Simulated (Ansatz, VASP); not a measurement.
## Two plane-wave programs on Fe

The input INCAR:

```
PREC = Accurate ; ENCUT = 690
EDIFF = 1E-6 ; ISMEAR = -1
SIGMA = 0.1 ; LREAL = False
LASPH = True ; NELM = 120
ALGO = Normal ; ISIF = 2
LWAVE = False ; LCHARG = False
GGA = RP ; NBANDS = 23
GGA_COMPAT = False
```

KPOINTS

```
regular mesh
0
Gamma
  12 12 12
```

POSCAR

```
Fe
1.0
    0.0000000000      2.4251117040      2.4251117040
    2.4251117040      0.0000000000      2.4251117040
    2.4251117040      2.4251117040      0.0000000000
Fe
2
Direct
    0.1250000000      0.1250000000      0.1250000000
    0.8750000000      0.8750000000      0.8750000000
```

Input for Ansatz:

```yaml
crystal:
  lattice:
    - [0.0, 2.425111704, 2.425111704]
    - [2.425111704, 0.0, 2.425111704]
    - [2.425111704, 2.425111704, 0.0]
  atoms:
    - { symbol: Fe, position: [0.125, 0.125, 0.125] }
    - { symbol: Fe, position: [0.875, 0.875, 0.875] }
hamiltonian:
  xc: rpbe
  pseudopotentials:
    kind: paw
    azcp:
      Fe: "pseudopotentials/Fe.paw.azcp"
basis:
  ecutwfc: 420
  fft_grid_basis: typed
kpoints:
  mp_grid: { grid: [12, 12, 12], shift: [0, 0, 0] }
magnetization:
  spin_polarized: false
scf:
  occupations: { method: fermi_dirac, width: 0.1 }
  lower_state_search: "off"
output:
  stress: true
```

Alike in both runs: task single point; functional RPBE; k mesh 12 × 12 × 12; occupations fermi-dirac, width 0.1 eV; no spin polarisation.

|  | VASP | Ansatz |
| --- | --- | --- |
| version | VASP 6.6.1 | Ansatz 0.2.0 |
| potentials or method | VASP PAW PBE potentials, release 64 (Fe_sv), cutoff 690 eV | plane waves (420 eV) with PAW, scalar-relativistic |
| valence electrons in the cell | 32 | 32 |

```csv
,VASP,Ansatz,Ansatz less VASP
pressure (GPa),5.2,6.4,+1.22
```

VASP's potentials were made for PBE, not for RPBE.
